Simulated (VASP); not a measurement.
# BiS (Pm-3m) in VASP: notebook

The runs below take BiS through single point, with PBEsol.

Everything below comes from runs of VASP 6.6.1. Logs are shortened: lines on timing, memory, paths and dates and some standing lists are left out, and cuts for length are marked.

## Step 1: The cell of the first run

The structure is cubic, space group Pm-3m (No. 221). The conventional cell has a = 4.003 Å, b = 4.003 Å, c = 4.003 Å, α = 90.00°, β = 90.00°, γ = 90.00°. Within 4.6 Å of Bi (site symmetry m-3m) lie 8 S at 3.47 Å and 6 Bi at 4.00 Å. Within 4.6 Å of S (site symmetry m-3m) lie 8 Bi at 3.47 Å and 6 S at 4.00 Å.

## Step 2: Single point, PBEsol

Input file INCAR:

```
PREC = Accurate
ENCUT = 520
EDIFF = 1E-6
ISMEAR = -1
SIGMA = 0.05
LREAL = False
LASPH = True
NELM = 60
ALGO = Normal
ISIF = 2
LWAVE = False
LCHARG = True
GGA = PS
LELF = True
LVHAR = True
NBANDS = 18
```

Input file KPOINTS:

```
Automatic mesh
0
Gamma
  5 5 5
```

Input file POSCAR:

```
BiS
1.0
    4.0029443400      0.0000000000      0.0000000000
    0.0000000000      4.0029443400      0.0000000000
    0.0000000000      0.0000000000      4.0029443400
Bi S
1 1
Direct
    0.5000000000      0.5000000000      0.5000000000
    0.0000000000      0.0000000000      0.0000000000
```

Potentials or basis: VASP PAW PBE potentials, release 64 (Bi_d, S).

Launch:

```
$ cat potpaw_PBE.64/Bi_d/POTCAR potpaw_PBE.64/S/POTCAR > POTCAR
$ mpirun -np 1 vasp_std > vasp.out
```

OUTCAR:

```text
PREC = Accurate
   ENCUT = 520
   EDIFF = 1E-6
   ISMEAR = -1
   LREAL = False
   LASPH = True
   NELM = 60
   ISIF = 2
   GGA = PS

 ion  position               nearest neighbor table
   1  0.500  0.500  0.500-
   2  0.000  0.000  0.000-

  LATTYP: Found a simple cubic cell.
 ALAT       =     4.0029443400

  Lattice vectors:

 A1 = (   4.0029443400,   0.0000000000,   0.0000000000)
 A2 = (   0.0000000000,   4.0029443400,   0.0000000000)
 A3 = (   0.0000000000,   0.0000000000,   4.0029443400)

Analysis of symmetry for initial positions (statically):
=====================================================================
 Subroutine PRICEL returns:
 Original cell was already a primitive cell.

 Routine SETGRP: Setting up the symmetry group for a
 simple cubic supercell.

 Subroutine GETGRP returns: Found 48 space group operations
 (whereof 48 operations were pure point group operations)
 out of a pool of 48 trial point group operations.

The static configuration has the point symmetry O_h .

Analysis of symmetry for dynamics (positions and initial velocities):
=====================================================================
 Subroutine PRICEL returns:
 Original cell was already a primitive cell.

 Routine SETGRP: Setting up the symmetry group for a
 simple cubic supercell.

 Subroutine GETGRP returns: Found 48 space group operations
 (whereof 48 operations were pure point group operations)
 out of a pool of 48 trial point group operations.

The dynamic configuration has the point symmetry O_h .

 Subroutine INISYM returns: Found 48 space group operations
 (whereof 48 operations are pure point group operations),
 and found     1 'primitive' translations

----------------------------------------------------------------------------------------

                                     Primitive cell

  volume of cell :      64.1414

  direct lattice vectors                    reciprocal lattice vectors
     4.002944340  0.000000000  0.000000000     0.249816114  0.000000000  0.000000000
[... 55 lines left out ...]
   total plane-waves  NPLWV =  27000
   dimension x,y,z NGX =    30 NGY =   30 NGZ =   30
   dimension x,y,z NGXF=    60 NGYF=   60 NGZF=   60
   ions per type =               1   1
   NGX,Y,Z   is equivalent  to a cutoff of  12.46, 12.46, 12.46 a.u.
   NGXF,Y,Z  is equivalent  to a cutoff of  24.92, 24.92, 24.92 a.u.
 SYSTEM =  unknown system
   PREC   = accura    normal or accurate (medium, high low for compatibility)
   ISTART =      0    job   : 0-new  1-cont  2-samecut
   ICHARG =      2    charge: 1-file 2-atom 10-const
   ISPIN  =      1    spin polarized calculation?
   LNONCOLLINEAR =      F non collinear calculations
   LSORBIT =      F    spin-orbit coupling
   LASPH  =      T    aspherical Exc in radial PAW
   ENCUT  =  520.0 eV  38.22 Ry    6.18 a.u.   7.44  7.44  7.44*2*pi/ulx,y,z
   NELM   =     60;   NELMIN=  2; NELMDL= -5     # of ELM steps
   EDIFF  = 0.1E-05   stopping-criterion for ELM
   LREAL  =      F    real-space projection
[... 7 lines left out ...]
   TEBEG  =    0.0;   TEEND  =   0.0 temperature during run
   PSTRESS=    0.0 pullay stress
   NELECT =      21.0000    total number of electrons
   NUPDOWN=      -1.0000    fix difference up-down
   EMIN   =  10.00;   EMAX   =-10.00  energy-range for DOS
   EFERMI =   0.00;   METHOD = LEGACY
   ISMEAR =    -1;   SIGMA  =   0.05  broadening in eV -4-tet -1-fermi 0-gaus
   EFERMI_NEDOS =   21; number of points for ismear=-14 and -15
   IALGO  =     38    algorithm
   IMIX   =      4    mixing-type and parameters
     AMIX     =   0.40;   BMIX     =  1.00
     AMIX_MAG =   1.60;   BMIX_MAG =  1.00
  volume/ion in A,a.u.               =      32.07       216.42
  Fermi-wavevector in a.u.,A,eV,Ry     =   1.128327  2.132229 17.321879  1.273122
  Thomas-Fermi vector in A             =   2.265017
   LORBIT       =      0    0 simple, 1 ext, 2 COOP (PROOUT), +10 PAW based schemes
   GGA     = PS    functional components
   LHFCALC =     F    Hartree Fock is set to
   AEXX    =    0.0000 exact exchange contribution
   IVDW    =     0    specifies the selected vdW correction
   LEPSILON=     F    determine dielectric tensor
   LRPA    =     F    only Hartree local field effects (RPA)
 non-spin polarized calculation
  energy-cutoff  :      520.00
  volume of cell :       64.14
 maximum number of plane-waves:      1749
 NGX is ok and might be reduce to    30
   NGX = 15   NGY = 15   NGZ = 15

 number of electron      21.0000014 magnetization

 Free energy of the ion-electron system (eV)
  ---------------------------------------------------
  ext. energy  EPLUGINS =         0.00000000
  ---------------------------------------------------
  free energy    TOTEN  =        -7.59828675 eV

  energy without entropy =       -7.56422018  energy(sigma->0) =       -7.58125346

 E-fermi :   4.2132     XC(G=0):  -9.2957

 val. band max:        4.1417216947   @ k =   0.4000   0.4000   0.2000
 cond. band min:       4.2366320310   @ k =   0.4000   0.2000   0.0000
 fundamental gap:      0.0949103364
 Fermi energy:         4.2131793026

 k-point     1 :       0.0000    0.0000    0.0000
  band No.  band energies     occupation
      1     -19.2806      2.00000
      2     -19.2806      2.00000
      3     -19.2358      2.00000
      4     -19.2358      2.00000
      5     -19.2358      2.00000
      6      -8.7140      2.00000
[... 187 lines left out ...]
      5     -19.2358      2.00000
      6      -7.1611      2.00000
[... 10 lines left out ...]
     17      16.8166      0.00000
     18      17.2362      0.00000

------------------------ aborting loop because EDIFF is reached ----------------------------------------

  FORCE on cell =-STRESS in cart. coord.  units (eV):
  Direction    XX          YY          ZZ          XY          YZ          ZX
  --------------------------------------------------------------------------------------
  -------------------------------------------------------------------------------------
  Total       -5.1385219     -5.1385219     -5.1385219      0.0000000     -0.0000000      0.0000000
  in kB     -128.3542153   -128.3542153   -128.3542153      0.0000000     -0.0000000      0.0000000
  external PRESSURE =    -128.3542153 kB  Pullay stress =       0.0000000 kB

 VOLUME and BASIS-vectors are now :
 -----------------------------------------------------------------------------
  energy-cutoff  :      520.00
  volume of cell :       64.14
      direct lattice vectors                 reciprocal lattice vectors
     4.002944340  0.000000000  0.000000000     0.249816114  0.000000000  0.000000000
     0.000000000  4.002944340  0.000000000     0.000000000  0.249816114  0.000000000
     0.000000000  0.000000000  4.002944340     0.000000000  0.000000000  0.249816114

 POSITION                                       TOTAL-FORCE (eV/Angst)
 -----------------------------------------------------------------------------------
      2.00147      2.00147      2.00147         0.000000      0.000000      0.000000
      0.00000      0.00000      0.00000         0.000000      0.000000      0.000000
 -----------------------------------------------------------------------------------
    total drift:                                0.000000      0.000000      0.000000

  FREE ENERGIE OF THE ION-ELECTRON SYSTEM (eV)
  ---------------------------------------------------
  free  energy   TOTEN  =        -7.5982867465 eV

  energy  without entropy=       -7.5642201782  energy(sigma->0) =       -7.58125346
```

stdout:

```text
POSCAR found type information on POSCAR BiS
 POSCAR found :  2 types and       2 ions
 scaLAPACK will be used
 -----------------------------------------------------------------------------
|                                                                             |
|                                                                             |
|     You enforced a specific xc type in the INCAR file but a different       |
|     I HOPE YOU KNOW WHAT YOU ARE DOING!                                     |
|                                                                             |
 -----------------------------------------------------------------------------

 LDA part: xc-table for (Slater+PW92), standard interpolation
 POSCAR, INCAR and KPOINTS ok, starting setup
 FFT: planning ... GRIDC
 FFT: planning ... GRID_SOFT
 FFT: planning ... GRID
 WAVECAR not read
 entering main loop
```

Run time: 16 s. Hardware: 1 thread of AMD EPYC 7R13, shared host; peak memory 0.14 GiB.

Results:

```
Free energy            : -7.5983 eV
Pressure               : -12.8 GPa
Band gap on the k mesh : zero (an odd number of electrons rules out a gap without spin polarisation)
```

Caveat: the cell stands under tension; the PAW data sets were made with another functional, which shifts forces and pressure a little; spin-orbit coupling is left out, which moves the levels of the heavy elements.

## Step 3: Single point, PBEsol, non-collinear spin, zero start, spin-orbit coupling

Input file INCAR:

```
  PREC = Accurate
  ENCUT = 520
  EDIFF = 1E-6
  ISMEAR = -1
  SIGMA = 0.05
  LREAL = False
  LASPH = True
  NELM = 150
  ALGO = Normal
  ISIF = 2
  LWAVE = False
  LCHARG = False
  MAGMOM = 0 0 0 0 0 0
  LORBIT = 11
  LSORBIT = True
  GGA_COMPAT = False
  LORBMOM = True
  GGA = PS
  NBANDS = 33
```

Input file KPOINTS:

```
regular mesh
0
Gamma
  5 5 5
```

POSCAR is that of step 2.

Potentials or basis: VASP PAW PBE potentials, release 64 (Bi_d, S).

Launch:

```
$ cat potpaw_PBE.64/Bi_d/POTCAR potpaw_PBE.64/S/POTCAR > POTCAR
$ mpirun -np 1 vasp_ncl > vasp.out
```

Wall time 59 s (1 thread of AMD EPYC 7R13, shared host); peak memory 0.25 GiB.

It converged, with:

```
Free energy                                           : -8.5330 eV
Pressure                                              : -11.4 GPa
Net moment                                            : 0.00 μB per cell
Valence electrons inside the program's atomic spheres : Bi 12.48; S 3.53
```

Moments on the atoms (μB; x, y, z):
```
Bi  0.00 0.00 0.00
S   0.00 0.00 0.00
```

Caveat: the cell stands under tension; the PAW data sets were made with another functional, which shifts forces and pressure a little.
